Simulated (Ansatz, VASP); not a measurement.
**One calculation of Li4Si, two programs**

```
CELL_PARAMETERS angstrom
4.10007 0.00000 0.00000
0.00000 4.10007 0.00000
0.00000 0.00000 4.10007
ATOMIC_POSITIONS crystal
Li 0.00000 0.50000 0.50000
Li 0.50000 0.00000 0.50000
Li 0.50000 0.50000 0.00000
Li 0.00000 0.00000 0.00000
Si 0.50000 0.50000 0.50000
```

Alike in both runs: task relaxation of cell and atoms; functional PBE; k mesh 4 × 4 × 4; occupations gaussian, width 0.1 eV; no spin polarisation.

|  | VASP | Ansatz |
| --- | --- | --- |
| version | VASP 6.6.1 | Ansatz 0.2.0 |
| potentials or method | VASP PAW PBE potentials, release 64 (Li_sv, Si), cutoff 600 eV | scalar-relativistic, plane waves, PAW |
| valence electrons in the cell | 16 | 16 |

Ansatz gave:

```
gap on the k mesh at the Fermi level, each at its own relaxed structure (eV) : 0.16
relaxed volume (Å³/atom)                                                     : 22.42
relaxed cell length with the largest relative difference (Å)                 : 4.821
```

Question: What did VASP give for the same quantities?

Answer: gap on the k mesh at the Fermi level, each at its own relaxed structure (eV): 0.18; relaxed volume (Å³/atom): 21.67; relaxed cell length with the largest relative difference (Å): 4.767.

Noted on VASP's run: the cutoff is short for stress, so the pressure is rough; the volume moved by over 15 % at a fixed basis, so the end points are rough.
